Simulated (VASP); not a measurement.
# Zn3GeN (P4mm) in VASP: further runs, part 2 of 2

VASP 6.6.1. Earlier steps stand in the parts before.

### 3 Single point, PBE

Input file INCAR:

```
SYSTEM = Zn3GeN
PREC = Accurate
ENCUT = 520
EDIFF = 1E-7
ISMEAR = 0
SIGMA = 0.1
LREAL = .False.
LASPH = .True.
NELM = 100
ALGO = Fast
ISIF = 2
LWAVE = .False.
LCHARG = .False.
GGA = PE
NBANDS = 36
```

Input file KPOINTS:

```
Automatic mesh
0
Gamma
  10 10 6
  0 0 0
```

Input file POSCAR:

```
Zn3GeN
1.0
    3.6763280828      0.0000000000      0.0000000000
    0.0000000000      3.6763280828      0.0000000000
    0.0000000000      0.0000000000      5.8988051953
Zn Ge N
3 1 1
Direct
    0.0000000000      0.5000000000      0.4962107259
    0.5000000000      0.5000000000      0.9842137038
    0.5000000000      0.0000000000      0.4962107259
    0.0000000000      0.0000000000      0.1458909478
    0.5000000000      0.5000000000      0.6500729165
```

Potentials or basis: VASP PAW PBE potentials, release 64 (Zn, Ge_d, N).

The run is started by

```console
$ cat potpaw_PBE.64/Zn/POTCAR potpaw_PBE.64/Ge_d/POTCAR potpaw_PBE.64/N/POTCAR > POTCAR
$ mpirun -np 1 vasp_std > vasp.out
```

OUTCAR:

```text
SYSTEM = Zn3GeN
   PREC = Accurate
   ENCUT = 520
   EDIFF = 1E-7
   ISMEAR = 0
   LREAL = .False.
   LASPH = .True.
   NELM = 100
   ISIF = 2
   GGA = PE

 ion  position               nearest neighbor table
   1  0.000  0.500  0.496-   5 2.05   5 2.05   3 2.60   3 2.60   3 2.60   3 2.60   4 2.77   4 2.77

   2  0.500  0.500  0.984-   5 1.97   4 2.77   4 2.77   4 2.77   4 2.77
   3  0.500  0.000  0.496-   5 2.05   5 2.05   1 2.60   1 2.60   1 2.60   1 2.60   4 2.77   4 2.77

   4  0.000  0.000  0.146-   1 2.77   3 2.77   1 2.77   3 2.77   2 2.77   2 2.77   2 2.77   2 2.77

   5  0.500  0.500  0.650-   2 1.97   1 2.05   3 2.05   3 2.05   1 2.05

  LATTYP: Found a simple tetragonal cell.
 ALAT       =     3.6763280828
 C/A-ratio  =     1.6045372074

  Lattice vectors:

 A1 = (   3.6763280828,   0.0000000000,   0.0000000000)
 A2 = (   0.0000000000,   3.6763280828,   0.0000000000)
 A3 = (   0.0000000000,   0.0000000000,   5.8988051953)

Analysis of symmetry for initial positions (statically):
=====================================================================
 Subroutine PRICEL returns:
[... 182 lines left out ...]
 cond. band min:       3.4112785941   @ k =   0.1000   0.1000   0.1667
 fundamental gap:      0.0461039304
 Fermi energy:         3.3840907628

 k-point     1 :       0.0000    0.0000    0.0000
  band No.  band energies     occupation
      1     -20.9860      2.00000
      2     -20.9800      2.00000
      3     -20.9503      2.00000
      4     -20.9503      2.00000
      5     -20.9383      2.00000
      6     -12.0915      2.00000
[... 925 lines left out ...]
     35      10.9989      0.00000
     36      11.4161      0.00000

 [... further k-points ...]

------------------------ aborting loop because EDIFF is reached ----------------------------------------

  FORCE on cell =-STRESS in cart. coord.  units (eV):
  Direction    XX          YY          ZZ          XY          YZ          ZX
  --------------------------------------------------------------------------------------
  -------------------------------------------------------------------------------------
  Total        0.2053775      0.2053775      0.2318550      0.0000000      0.0000000      0.0000000
  in kB        4.1273466      4.1273466      4.6594480      0.0000000      0.0000000      0.0000000
  external PRESSURE =       4.3047137 kB  Pullay stress =       0.0000000 kB

 VOLUME and BASIS-vectors are now :
 -----------------------------------------------------------------------------
  energy-cutoff  :      520.00
  volume of cell :       79.72
      direct lattice vectors                 reciprocal lattice vectors
     3.676328083  0.000000000  0.000000000     0.272010544  0.000000000  0.000000000
     0.000000000  3.676328083  0.000000000     0.000000000  0.272010544  0.000000000
     0.000000000  0.000000000  5.898805195     0.000000000  0.000000000  0.169525856

 POSITION                                       TOTAL-FORCE (eV/Angst)
 -----------------------------------------------------------------------------------
      0.00000      1.83816      2.92705         0.000000      0.000000     -0.029513
      1.83816      1.83816      5.80568         0.000000      0.000000      0.052279
      1.83816      0.00000      2.92705         0.000000      0.000000     -0.029513
      0.00000      0.00000      0.86058         0.000000      0.000000     -0.010213
      1.83816      1.83816      3.83465         0.000000     -0.000000      0.016959
 -----------------------------------------------------------------------------------
    total drift:                                0.000000      0.000000      0.000023

  FREE ENERGIE OF THE ION-ELECTRON SYSTEM (eV)
  ---------------------------------------------------
  free  energy   TOTEN  =       -15.2138795541 eV

  energy  without entropy=      -15.2097008416  energy(sigma->0) =      -15.21179020
```

It took 6.1 min on 1 thread of Oxide Virtual Turin-like, shared host; peak memory 0.31 GiB.

What came out:

- Free energy: -15.2139 eV
- Pressure: 0.4 GPa
- Largest force: 0.052 eV/Å
- Band gap on the k mesh: zero (an odd number of electrons rules out a gap without spin polarisation)

Forces on the atoms (eV/Å):
```
Zn   0.000  0.000 -0.030
Zn   0.000  0.000  0.052
Zn   0.000  0.000 -0.030
Ge   0.000  0.000 -0.010
N    0.000  0.000  0.017
```

Levels at points of the mesh, in eV from the Fermi level:
```
           k point  band 24  band 25  band 26  band 27  band 28  band 29  band 30  band 31
(0.00, 0.00, 0.00)    -3.13    -3.13    -0.36    -0.03     1.21     1.21     1.99     3.41
(0.50, 0.00, 0.00)    -4.82    -4.40    -2.22    -2.14     2.05     2.23     3.51     3.81
(0.50, 0.50, 0.00)    -4.76    -4.06    -2.23    -2.23    -1.57    -1.06     1.46     1.46
(0.00, 0.00, 0.50)    -2.95    -2.95    -2.87     0.74     0.74     2.04     2.65     3.70
(0.50, 0.00, 0.50)    -5.89    -2.16    -2.03    -0.75    -0.19     2.35     3.22     5.16
(0.50, 0.50, 0.50)    -4.36    -4.26    -3.33    -3.33    -2.29     0.08     2.89     2.89
```

### 4 Relaxation of cell and atoms, PBE

This run uses another cell than the first one, of 15.81 Å³/atom.

Input file INCAR:

```
PREC = Accurate ; ENCUT = 600
EDIFF = 1E-6 ; ISMEAR = 0
SIGMA = 0.1 ; LREAL = False
LASPH = True ; NELM = 100
ALGO = Fast ; ISIF = 3
LWAVE = False ; LCHARG = False
GGA = PE ; IBRION = 2
NSW = 90 ; EDIFFG = -0.04
```

Input file KPOINTS:

```
regular mesh
0
Gamma
  6 6 4
```

Input file POSCAR:

```
Zn3GeN
1.0
    3.6715412975      0.0000000000      0.0000000000
    0.0000000000      3.6715412975      0.0000000000
    0.0000000000      0.0000000000      5.8653020097
Zn Ge N
3 1 1
Direct
    0.0000000000      0.5000000000      0.4957114116
    0.5000000000      0.5000000000      0.9855057470
    0.5000000000      0.0000000000      0.4957114116
    0.0000000000      0.0000000000      0.1457672764
    0.5000000000      0.5000000000      0.6499031734
```

The run is started by

```console
$ cat potpaw_PBE.64/Zn/POTCAR potpaw_PBE.64/Ge_d/POTCAR potpaw_PBE.64/N/POTCAR > POTCAR
$ mpirun -np 1 vasp_std > vasp.out
```

Run time: 3.7 min. Hardware: 1 thread of Oxide Virtual Turin-like, shared host; peak memory 0.23 GiB.

It converged, with:

| Item | Value |
| --- | --- |
| Free energy | -15.1692 eV |
| Relaxed volume | 16.04 Å³/atom |
| Relaxed cell | a = 3.688 Å, b = 3.688 Å, c = 5.894 Å, α = 90.00°, β = 90.00°, γ = 90.00° |
| Space group after relaxing (to 0.1 Å) | P4mm (No. 99) |
| Energy gained by relaxing | 0.6 meV/atom |
| Ionic steps | 2 |
| Pressure after relaxing | -0.2 GPa |
| Largest force after relaxing | 0.040 eV/Å |
| Band gap on the k mesh | zero (an odd number of electrons rules out a gap without spin polarisation) |

Forces on the atoms (eV/Å):
```
Zn   0.000  0.000  0.040
Zn   0.000  0.000 -0.038
Zn   0.000  0.000  0.040
Ge   0.000  0.000 -0.038
N    0.000  0.000 -0.004
```

Stress tensor (GPa, compression positive):
```
-0.31  0.00  0.00
 0.00 -0.31  0.00
 0.00  0.00 -0.12
```

Step by step:
```
step  energy change (eV)  largest force (eV/Å)  pressure (GPa)  volume (Å³)
   1              0.0000                0.1189            0.99        79.07
   2             -0.0030                0.0400           -0.24        80.18
```

Final structure:
```yaml
crystal:
  lattice:
    - [3.68829, 0.00000, 0.00000]
    - [0.00000, 3.68829, 0.00000]
    - [0.00000, 0.00000, 5.89438]
  atoms:
    - { symbol: Zn, position: [0.00000, 0.50000, 0.49579] }
    - { symbol: Zn, position: [0.50000, 0.50000, 0.98570] }
    - { symbol: Zn, position: [0.50000, 0.00000, 0.49579] }
    - { symbol: Ge, position: [0.00000, 0.00000, 0.14479] }
    - { symbol: N, position: [0.50000, 0.50000, 0.65053] }
```

Levels at points of the mesh, in eV from the Fermi level:
| k point | band 25 | band 26 | band 27 | band 28 | band 29 | band 30 |
| --- | --- | --- | --- | --- | --- | --- |
| (0.00, 0.00, 0.00) | -2.87 | -0.13 | 0.20 | 1.39 | 1.39 | 2.14 |
| (0.50, 0.00, 0.00) | -4.15 | -1.96 | -1.89 | 2.27 | 2.41 | 3.73 |
| (0.50, 0.50, 0.00) | -3.81 | -2.00 | -2.00 | -1.33 | -0.87 | 1.68 |
| (0.00, 0.00, 0.50) | -2.68 | -2.62 | 0.93 | 0.93 | 2.29 | 2.80 |
| (0.50, 0.00, 0.50) | -1.91 | -1.78 | -0.51 | 0.02 | 2.52 | 3.43 |
| (0.50, 0.50, 0.50) | -4.02 | -3.12 | -3.12 | -2.05 | 0.30 | 3.11 |

The gap in the log of VASP goes by the Fermi energy; the results here count the filled bands.